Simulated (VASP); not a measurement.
# CsPbCl3: relaxation of cell and atoms with PBE

Crystal: CsPbCl3.

```
Cs Pb Cl
1.0
     5.60500    0.00000    0.00000
     0.00000    5.60500    0.00000
     0.00000    0.00000    5.60500
Cs Pb Cl
1 1 3
Direct
  0.00000 0.00000 0.00000
  0.50000 0.50000 0.50000
  0.50000 0.50000 0.00000
  0.00000 0.50000 0.50000
  0.50000 0.00000 0.50000
```

- Program: VASP 6.6.1
- Task: relaxation of cell and atoms
- Functional: PBE
- Potentials or basis: VASP PAW PBE potentials, release 64 (Cs_sv, Pb_d, Cl)
- Cutoff: 600 eV
- k mesh: 4 × 4 × 4
- Occupations: fermi-dirac, width 0.02 eV
- Spin: no spin polarisation
- Dipole correction: no
- Further INCAR settings: ALGO = Normal; EDIFF = 1e-06; IBRION = 2; EDIFFG = -0.005; NSW = 80; ISIF = 3

* Relaxed volume: 37.83 Å³/atom
* Relaxed cell: a = 5.740 Å, b = 5.740 Å, c = 5.740 Å, α = 90.00°, β = 90.00°, γ = 90.00°
* Space group after relaxing (to 0.1 Å): Pm-3m (No. 221)
* Energy gained by relaxing: 14.0 meV/atom
* Ionic steps: 3
* Pressure after relaxing: 0.0 GPa
* Band gap on the k mesh: 2.22 eV

The path:
```tsv
step	energy change (eV)	largest force (eV/Å)	pressure (GPa)	volume (Å³)
1	0.0000	0.0000	1.85	176.09
2	-0.0677	0.0000	0.29	186.65
3	-0.0698	0.0000	-0.02	189.13
```

Final structure:
```xyz
5
Lattice="5.7402 0.0000 0.0000 0.0000 5.7402 0.0000 0.0000 0.0000 5.7402" Properties=species:S:1:pos:R:3 pbc="T T T"
Cs    0.0000    0.0000    0.0000
Pb    2.8701    2.8701    2.8701
Cl    2.8701    2.8701    0.0000
Cl    0.0000    2.8701    2.8701
Cl    2.8701    0.0000    2.8701
```

Levels at points of the mesh, in eV from the valence-band top:
| k point | band 20 | band 21 | band 22 | band 23 | band 24 | band 25 |
| --- | --- | --- | --- | --- | --- | --- |
| (0.00, 0.00, 0.00) | -2.02 | -2.02 | -2.02 | 3.68 | 4.77 | 4.77 |
| (0.50, 0.00, 0.00) | -2.10 | -2.10 | -1.42 | 3.15 | 5.00 | 5.40 |
| (0.50, 0.50, 0.00) | -2.26 | -1.73 | -0.69 | 2.73 | 2.73 | 5.04 |
| (0.50, 0.50, 0.50) | -1.73 | -1.73 | 0.00 | 2.22 | 2.22 | 2.22 |

It took 63 s on 1 thread of Intel(R) Xeon(R) 6975P-C (Granite Rapids), with other jobs on the host, peak memory 0.36 GiB.

Caveat: spin-orbit coupling is left out, which moves the levels of the heavy elements. Zero-point motion and thermal expansion aren't in these numbers.
